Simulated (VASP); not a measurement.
# O (R-3m) in VASP: a series of runs, part 2 of 2

VASP 6.6.1. Earlier steps stand in the parts before.

## (4) Single point, PBE+D3(BJ), collinear spin, ferromagnetic start

File INCAR:

```
SYSTEM = O
PREC = Accurate
ENCUT = 520
EDIFF = 1E-7
ISMEAR = 0
SIGMA = 0.1
LREAL = .FALSE.
LASPH = .TRUE.
NELM = 150
ALGO = Normal
ISIF = 2
LWAVE = .FALSE.
LCHARG = .FALSE.
ISPIN = 2
MAGMOM = 0.58 0.58
LORBIT = 11
GGA = PE
IVDW = 12
NBANDS = 17
```

File KPOINTS:

```
Automatic mesh
0
G
  9 9 9
  0 0 0
```

File POSCAR:

```
O
1.0
    1.7113711689      0.9880606050      3.8741217689
   -1.7113711689      0.9880606050      3.8741217689
    0.0000000000     -1.9761212101      3.8741217689
O
2
Direct
    0.0524221633      0.0524221633      0.0524221633
    0.9475778367      0.9475778367      0.9475778367
```

Potentials or basis: VASP PAW PBE potentials, release 64 (O).

The run is started by

```sh
> cat potpaw_PBE.64/O/POTCAR > POTCAR
> mpirun -np 1 vasp_std > vasp.out
```

OUTCAR:

```text
SYSTEM = O
   PREC = Accurate
   ENCUT = 520
   EDIFF = 1E-7
   ISMEAR = 0
   LREAL = .FALSE.
   LASPH = .TRUE.
   NELM = 150
   ISIF = 2
   ISPIN = 2
   LORBIT = 11
   GGA = PE
   IVDW = 12
 IVDW          = 12

 ion  position               nearest neighbor table
   1  0.052  0.052  0.052-   2 1.22
   2  0.948  0.948  0.948-   1 1.22

  LATTYP: Found a trigonal (rhomboedric) cell.
 ALAT       =     4.3490084522
 COS(alpha) =     0.6903023466

  Lattice vectors:

 A1 = (   1.7113711689,   0.9880606050,   3.8741217689)
 A2 = (  -1.7113711689,   0.9880606050,   3.8741217689)
 A3 = (   0.0000000000,  -1.9761212101,   3.8741217689)

Analysis of symmetry for initial positions (statically):
=====================================================================
 Subroutine PRICEL returns:
 Original cell was already a primitive cell.

 Routine SETGRP: Setting up the symmetry group for a
 trigonal (rhombohedral) supercell.

 Subroutine GETGRP returns: Found 12 space group operations
 (whereof 12 operations were pure point group operations)
[... 1138 lines left out ...]
      6      -1.4563      0.00000
[... 9 lines left out ...]
     16      21.1133      0.00000
     17      22.4930      0.00000

 [... further k-points ...]

------------------------ aborting loop because EDIFF is reached ----------------------------------------

 Edisp (eV)   -0.07842

 E8    (eV) :    -0.0184

  FORCE on cell =-STRESS in cart. coord.  units (eV):
  Direction    XX          YY          ZZ          XY          YZ          ZX
  --------------------------------------------------------------------------------------
  -------------------------------------------------------------------------------------
  Total       0.00886     0.00886     1.32743     0.00000    -0.00000    -0.00000
  in kB       0.36129     0.36129    54.10897     0.00000    -0.00000    -0.00000
  external pressure =       18.28 kB  Pullay stress =        0.00 kB

 VOLUME and BASIS-vectors are now :
 -----------------------------------------------------------------------------
  energy-cutoff  :      520.00
  volume of cell :       39.31
      direct lattice vectors                 reciprocal lattice vectors
     1.711371169  0.988060605  3.874121769     0.292163389  0.168680611  0.086041006
    -1.711371169  0.988060605  3.874121769    -0.292163389  0.168680611  0.086041006
     0.000000000 -1.976121210  3.874121769     0.000000000 -0.337361222  0.086041006

 POSITION                                       TOTAL-FORCE (eV/Angst)
 -----------------------------------------------------------------------------------
      0.00000     -0.00000      0.60927         0.000000     -0.000000      1.141163
      0.00000     -0.00000     11.01310         0.000000      0.000000     -1.141163
 -----------------------------------------------------------------------------------
    total drift:                                0.000000      0.000000     -0.000000

  FREE ENERGIE OF THE ION-ELECTRON SYSTEM (eV)
  ---------------------------------------------------
  free  energy   TOTEN  =        -9.9555951381 eV

  energy  without entropy=       -9.9555951381  energy(sigma->0) =       -9.95559514

 total charge

# of ion       s       p       d       tot
------------------------------------------
    1        1.612   3.299   0.000   4.911
    2        1.612   3.299   0.000   4.911
--------------------------------------------------
tot          3.225   6.597   0.000   9.822

 magnetization (x)

# of ion       s       p       d       tot
------------------------------------------
    1        0.010   0.799   0.000   0.810
    2        0.010   0.799   0.000   0.810
--------------------------------------------------
tot          0.021   1.598   0.000   1.619
```

OSZICAR:

```text
N       E                     dE             d eps       ncg     rms          rms(c)
DAV:   1     0.426452346188E+02    0.42645E+02   -0.52627E+03  5812   0.582E+02
DAV:   2    -0.778307382124E+01   -0.50428E+02   -0.47894E+02  7594   0.149E+02
DAV:   3    -0.967058003744E+01   -0.18875E+01   -0.18455E+01  6690   0.260E+01
DAV:   4    -0.967767141641E+01   -0.70914E-02   -0.70909E-02  7228   0.186E+00
DAV:   5    -0.967770431920E+01   -0.32903E-04   -0.32902E-04  6680   0.121E-01    0.780E+00
DAV:   6    -0.985088251926E+01   -0.17318E+00   -0.11294E+00  6625   0.695E+00    0.316E+00
DAV:   7    -0.988063041227E+01   -0.29748E-01   -0.19373E-01  6205   0.320E+00    0.146E+00
DAV:   8    -0.987557320132E+01    0.50572E-02   -0.38959E-02  6217   0.145E+00    0.479E-01
DAV:   9    -0.987680647032E+01   -0.12333E-02   -0.34305E-03  6112   0.466E-01    0.217E-01
DAV:  10    -0.987713073787E+01   -0.32427E-03   -0.45799E-04  6231   0.169E-01    0.502E-02
DAV:  11    -0.987716645354E+01   -0.35716E-04   -0.42389E-05  6277   0.529E-02    0.207E-02
DAV:  12    -0.987717308123E+01   -0.66277E-05   -0.76751E-06  6146   0.219E-02    0.707E-03
DAV:  13    -0.987717406101E+01   -0.97977E-06   -0.10576E-06  6161   0.761E-03    0.292E-03
DAV:  14    -0.987717438596E+01   -0.32495E-06   -0.46220E-07  6154   0.487E-03    0.172E-03
DAV:  15    -0.987717435368E+01    0.32279E-07   -0.98193E-08  6283   0.229E-03
   1 F= -.99555951E+01 E0= -.99555951E+01  d E =-.304878E-16  mag=     2.0000
```

Run time: 1.7 min. Hardware: 1 thread of Intel Xeon Platinum 8488C (Sapphire Rapids), shared host; peak memory 0.24 GiB.

Results:

| Property | Result |
| --- | --- |
| Free energy | -9.9556 eV |
| Pressure | 1.8 GPa |
| Largest force | 1.141 eV/Å |
| Band gap on the k mesh | 1.46 eV (least direct gap 1.52 eV) |
| Net moment | 2.00 μB per cell |
| Site moments | O +0.81 μB |
| Valence electrons inside the program's atomic spheres | O 4.91 |
| Dispersion energy per atom | -0.039 eV |

Forces on the atoms (eV/Å):
```
O    0.000  0.000  1.141
O    0.000  0.000 -1.141
```

Caveat: the standard files for N, O and F lose accuracy on very short bonds; an odd mesh through Γ misses points on the zone boundary, where band edges can lie; forces of over 1 eV/Å act on the atoms, so gaps and moduli don't describe the material at rest. Expect the measured gap to be larger: semilocal functionals such as PBE lack the derivative discontinuity.

## (5) Summary

```csv
cell,k mesh,smearing,gap on the mesh (eV),pressure (GPa),moment (μB),largest force (eV/Å)
"a = 4.348 Å, angles 46.3°, 2 atoms, atomic positions A",12 × 12 × 12,gaussian 0.1 eV,1.43,1.8,2.00,1.14
"a = 4.572 Å, angles 46.7°, 2 atoms, atomic positions B",12 × 12 × 12,gaussian 0.02 eV,1.67,1.2,2.00,1.14
"a = 4.349 Å, angles 46.3°, 2 atoms, atomic positions A",9 × 9 × 9,gaussian 0.1 eV,1.46,1.8,2.00,1.14
```

Alike in all rows: task single point; level PBE+D3(BJ); potentials or basis VASP PAW PBE potentials, release 64 (O); spin collinear, ferromagnetic start; cutoff (eV) 520.

Caveats: the standard files for N, O and F lose accuracy on very short bonds; forces of over 1 eV/Å act on the atoms, so gaps and moduli don't describe the material at rest; an odd mesh through Γ misses points on the zone boundary, where band edges can lie (at least some runs).

Absolute energies hang on the potentials; compare differences alone.
